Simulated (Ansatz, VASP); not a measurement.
## Two plane-wave programs on Ge

File INCAR:

```
SYSTEM = Ge
PREC = Accurate
ENCUT = 520
EDIFF = 1E-6
ISMEAR = 0
SIGMA = 0.15
LREAL = .FALSE.
LASPH = .TRUE.
NELM = 80
ALGO = Fast
ISIF = 2
LWAVE = .FALSE.
LCHARG = .TRUE.
GGA = CA
LELF = .TRUE.
LVHAR = .TRUE.
NBANDS = 66
```

File KPOINTS:

```
regular mesh
0
G
  9 9 9
  0 0 0
```

POSCAR

```
Ge
1.0
    5.1241000000      2.9584005144      1.7966666667
   -5.1241000000      2.9584005144      1.7966666667
    0.0000000000     -5.9168010287      1.7966666667
Ge
8
Direct
    0.7160372198      0.7160372198      0.7160372198
    0.2839627802      0.2839627802      0.2839627802
    0.0289443365      0.7253625346      0.5322921793
    0.5322921793      0.0289443365      0.7253625346
    0.7253625346      0.5322921793      0.0289443365
    0.9710556635      0.2746374654      0.4677078207
    0.4677078207      0.9710556635      0.2746374654
    0.2746374654      0.4677078207      0.9710556635
```

Input for Ansatz:

```yaml
crystal:
  lattice:
    - [5.1241, 2.9584005144, 1.7966666667]
    - [-5.1241, 2.9584005144, 1.7966666667]
    - [0.0, -5.9168010287, 1.7966666667]
  atoms:
    - { symbol: Ge, position: [0.7160372198, 0.7160372198, 0.7160372198] }
    - { symbol: Ge, position: [0.2839627802, 0.2839627802, 0.2839627802] }
    - { symbol: Ge, position: [0.0289443365, 0.7253625346, 0.5322921793] }
    - { symbol: Ge, position: [0.5322921793, 0.0289443365, 0.7253625346] }
    - { symbol: Ge, position: [0.7253625346, 0.5322921793, 0.0289443365] }
    - { symbol: Ge, position: [0.9710556635, 0.2746374654, 0.4677078207] }
    - { symbol: Ge, position: [0.4677078207, 0.9710556635, 0.2746374654] }
    - { symbol: Ge, position: [0.2746374654, 0.4677078207, 0.9710556635] }
basis:
  ecutwfc: 420
kpoints:
  mp_grid: { grid: [9, 9, 9] }
hamiltonian:
  xc: lda
  pseudopotentials: { kind: paw, azcp: { folder: soft_1 } }
scf:
  occupations: { method: gaussian, width: 0.15 }
output:
  forces: true
  stress: true
  eigenvalues: true
```

Alike in both runs: task single point; functional LDA; k mesh 9 × 9 × 9; occupations gaussian, width 0.15 eV; no spin polarisation.

|  | VASP | Ansatz |
| --- | --- | --- |
| version | VASP 6.6.1 | Ansatz 0.2.0 |
| potentials or method | VASP PAW LDA potentials, release 64 (Ge_d), cutoff 520 eV | scalar-relativistic, plane waves, PAW |
| valence electrons in the cell | 112 | 112 |

VASP gave:

```
gap on the k mesh at the Fermi level (eV)                     : none
pressure (GPa)                                                : -0.1
traceless stress, the component that is largest in VASP (GPa) : 10.28
rms of the force components (eV/Å)                            : 0.593
```

What did Ansatz give for the same quantities?

gap on the k mesh at the Fermi level (eV): none; pressure (GPa): -0.2; traceless stress, the component that is largest in VASP (GPa): 10.19; rms of the force components (eV/Å): 0.587.

Ansatz warns that its potentials were made for another functional, while VASP's fit it. LDA's correlation is that of Perdew and Zunger in VASP and of Perdew and Wang (1992) in Ansatz. Atom by atom the forces differ by 0.007 eV/Å (rms over components). A gap of «none» marks a metal or a gap that the smearing closes.
